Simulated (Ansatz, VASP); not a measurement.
Two plane-wave programs on SiC

File INCAR:

```
SYSTEM = SiC
ALGO = Normal
EDIFF = 1E-6
ENCUT = 600
GGA = PE
GGA_COMPAT = .FALSE.
ISIF = 2
ISMEAR = 0
LASPH = .TRUE.
LCHARG = .FALSE.
LREAL = .FALSE.
LWAVE = .FALSE.
NBANDS = 11
NELM = 120
PREC = Accurate
SIGMA = 0.05
```

Contents of KPOINTS:

```
k-points
0
G
  4 4 4
  0 0 0
```

The input POSCAR:

```
SiC
1.0
    0.0000000000      2.1740000000      2.1740000000
    2.1740000000      0.0000000000      2.1740000000
    2.1740000000      2.1740000000      0.0000000000
Si C
1 1
Direct
   -0.0689972401     -0.0689972401     -0.0285795926
    0.7500000000      0.7500000000      0.7500000000
```

Input for Ansatz:

```yaml
crystal:
  lattice:
    - [0.0, 2.174, 2.174]
    - [2.174, 0.0, 2.174]
    - [2.174, 2.174, 0.0]
  atoms:
    - { symbol: Si, position: [-0.0689972401, -0.0689972401, -0.0285795926] }
    - { symbol: C, position: [0.75, 0.75, 0.75] }
basis:
  ecutwfc: 420
kpoints:
  mp_grid: { grid: [4, 4, 4] }
hamiltonian:
  xc: pbe
scf:
  occupations: { method: gaussian, width: 0.05 }
output:
  forces: true
  stress: true
  eigenvalues: true
```

Alike in both runs: task single point; functional PBE; k mesh 4 × 4 × 4; occupations gaussian, width 0.05 eV; no spin polarisation.

```csv
,VASP,Ansatz
version,VASP 6.6.1,Ansatz 0.2.0
potentials or method,"VASP PAW PBE potentials, release 64 (Si, C), cutoff 600 eV","scalar-relativistic, plane waves, PAW"
valence electrons in the cell,8,8
```

```tsv
	VASP	Ansatz	Ansatz less VASP
gap on the k mesh at the Fermi level (eV)	0.09	0.09	+0.008
least direct gap on the mesh (eV)	3.69	3.69	+0.005
rms of the force components (eV/Å)	10.951	11.014	+0.0627
```

Atom by atom the forces differ by 0.063 eV/Å (rms over components).

The k mesh is coarse, so the values compare programs but aren't converged.
